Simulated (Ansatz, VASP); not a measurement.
**One calculation of Ta, two programs**

```
Ta
1.0
     2.68296    0.00000    0.00000
     0.00000    2.68296    0.00000
     0.00000    0.00000    2.68296
Ta
1
Direct
  0.00000 0.00000 0.00000
```

Alike in both runs: functional LDA; k mesh 14 × 14 × 14; occupations fermi-dirac, width 0.05 eV; no spin polarisation.

Ansatz relaxed the structure, and its values are those at the end. VASP's run is a single point on that final structure, the one shown.

```csv
,VASP,Ansatz
version,VASP 6.6.1,Ansatz 0.2.0
potentials or method,"VASP PAW LDA potentials, release 64 (Ta_pv)","PAW with Ansatz's default frozen-core files, scalar-relativistic"
plane-wave cutoff (eV),520,420
valence electrons in the cell,11,13
```

VASP gave:

* pressure (GPa): 0.6

Task: What did Ansatz give for the same quantities?

Result: Pressure (GPa): 0.0.

LDA's correlation is that of Perdew and Zunger in VASP and of Perdew and Wang (1992) in Ansatz. VASP's potentials hold 11 valence electrons a cell and Ansatz's 13, so a difference there can come from the potentials and not from the codes.

Spin-orbit coupling is off throughout.
